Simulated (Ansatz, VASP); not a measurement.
One calculation of CuO, two programs

The input INCAR:

```
PREC     = Accurate       # precision mode
ENCUT    = 1340           # plane-wave cutoff, eV
EDIFF    = 1E-6           # SCF threshold, eV
ISMEAR   = 0              # smearing method
SIGMA    = 0.05           # smearing width, eV
LREAL    = F              # projectors in reciprocal space
LASPH    = T              # aspherical terms in the spheres
NELM     = 200            # most SCF steps
ALGO     = Normal         # electronic algorithm
ISIF     = 2              # what is computed and relaxed
LWAVE    = F              # write WAVECAR
LCHARG   = F              # write CHGCAR
LMAXMIX  = 4              # l up to which the mixer works
LDAU     = T              # DFT+U
LDAUTYPE = 2            
LDAUL    = 2 -1           # shell
LDAUU    = 3 0            # U, eV
LDAUJ    = 0 0          
LDAUPRINT= 1            
GGA      = PS             # functional
NBANDS   = 33             # bands
GGA_COMPAT= F
```

File KPOINTS:

```
Automatic mesh
0
Gamma
  7 7 4
```

File POSCAR:

```
CuO
1.0
    2.3418496200     -1.7112997200      0.0000000000
    2.3418496200      1.7112997200      0.0000000000
   -0.8500298600      0.0000000000      5.0578691900
Cu O
2 2
Direct
    0.0000000000      0.5000000000      0.0000000000
    0.5000000000      0.0000000000      0.5000000000
    0.5816000000      0.4184000000      0.2500000000
    0.4184000000      0.5816000000      0.7500000000
```

Input for Ansatz:

```yaml
crystal:
  lattice:
    - [2.34184962, -1.71129972, 0.0]
    - [2.34184962, 1.71129972, 0.0]
    - [-0.85002986, 0.0, 5.05786919]
  atoms:
    - { symbol: Cu, position: [0.0, 0.5, 0.0] }
    - { symbol: Cu, position: [0.5, 0.0, 0.5] }
    - { symbol: O, position: [0.5816, 0.4184, 0.25] }
    - { symbol: O, position: [0.4184, 0.5816, 0.75] }
basis:
  ecutwfc: 420
  ecutrho_ratio: 4
kpoints:
  mp_grid: { grid: [7, 7, 4] }
hamiltonian:
  xc: pbesol
  hubbard:
    sites: [{ site: 0, l: d, u_eff: 3.0 }, { site: 1, l: d, u_eff: 3.0 }]
scf:
  occupations: { method: gaussian, width: 0.05 }
  lower_state_search: "off"
  max_iter: 150
output:
  forces: true
  stress: true
  eigenvalues: true
  populations: true
  hubbard: { sites: [{ site: 0, l: d }, { site: 1, l: d }] }
```

Alike in both runs: task single point; functional PBEsol; k mesh 7 × 7 × 4; occupations gaussian, width 0.05 eV; no spin polarisation; Hubbard terms Cu d U = 3.0 eV.

|  | VASP | Ansatz |
| --- | --- | --- |
| version | VASP 6.6.1 | Ansatz 0.2.0 |
| potentials or method | VASP PAW PBE potentials, release 64 (Cu_sv_GW, O_h), cutoff 1340 eV | scalar-relativistic, plane waves, PAW |
| valence electrons in the cell | 50 | 50 |

Ansatz gave:

| Item | Value |
| --- | --- |
| gap on the k mesh at the Fermi level (eV) | none |
| pressure (GPa) | -1.3 |
| traceless stress, the component that is largest in VASP (GPa) | 1.83 |
| rms of the force components (eV/Å) | 0.133 |

Q: Which values does VASP return?

A: gap on the k mesh at the Fermi level (eV): none; pressure (GPa): -3.7; traceless stress, the component that is largest in VASP (GPa): 2.06; rms of the force components (eV/Å): 0.138.

VASP's potentials were made for PBE, not for PBEsol. The programs project onto different local orbitals, so the same U acts differently, and such runs can settle in different states. Atom by atom the forces differ by 0.005 eV/Å (rms over components). A gap of «none» marks a metal or a gap that the smearing closes. Ansatz's warnings: filled band counts differ across k points.
